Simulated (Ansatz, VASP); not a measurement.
Ge in VASP and in Ansatz

```
Ge
1.0
     3.00873    0.00000    0.00000
    -1.50437    2.60564    0.00000
     0.00000    0.00000    4.77263
Ge
2
Cartesian
  0.0000 1.7371 1.1932
  1.5044 0.8685 3.5795
```

Alike in both runs: functional r2SCAN; k mesh 12 × 12 × 6; occupations gaussian, width 0.1 eV; no spin polarisation.

Ansatz relaxed the structure, and its values are those at the end. VASP's run is a single point on that final structure, the one shown.

|  | VASP | Ansatz |
| --- | --- | --- |
| version | VASP 6.6.1 | Ansatz 0.2.0 |
| potentials or method | VASP PAW PBE potentials, release 64 (Ge_d), cutoff 520 eV | scalar-relativistic, plane waves, PAW |
| valence electrons in the cell | 28 | 28 |

```tsv
	VASP	Ansatz	Ansatz less VASP
gap on the k mesh at the Fermi level (eV)	none	none	-
pressure (GPa)	-0.2	-0.1	+0.15
```

VASP's potentials were made for PBE, not for r2SCAN. A gap of «none» marks a metal or a gap that the smearing closes.
